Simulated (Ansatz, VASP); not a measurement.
# MnSi: VASP beside Ansatz

```
Mn Si
1.0
     0.00000    2.57679    2.57679
     2.57679    0.00000    2.57679
     2.57679    2.57679    0.00000
Mn Si
1 1
Direct
  0.00000 0.00000 0.00000
  0.25000 0.25000 0.25000
```

Change from the starting cell: volume scaled by 1.06.

Alike in both runs: task single point; functional PBE; k mesh 9 × 9 × 9; occupations fermi-dirac, width 0.05 eV; collinear spin.

|  | VASP | Ansatz |
| --- | --- | --- |
| version | VASP 6.6.1 | Ansatz 0.2.0 |
| potentials or method | VASP PAW PBE potentials, release 64 (Mn_pv, Si), cutoff 520 eV | all-electron LAPW, scalar-relativistic |

Ansatz gave:

```
gap on the k mesh at the Fermi level (eV)                     : none
pressure (GPa)                                                : 11.7
net moment per atom (μB)                                      : 1.07
size of the moment on the site where the two differ most (μB) : 0.12
```

Task: What did VASP give for the same quantities?

Result: gap on the k mesh at the Fermi level (eV): none; pressure (GPa): 11.7; net moment per atom (μB): 1.07; size of the moment on the site where the two differ most (μB): 0.17.

Site moments also hang on the region over which each program counts them. A gap of «none» marks a metal or a gap that the smearing closes. Ansatz ran all-electron here, and VASP with PAW potentials.
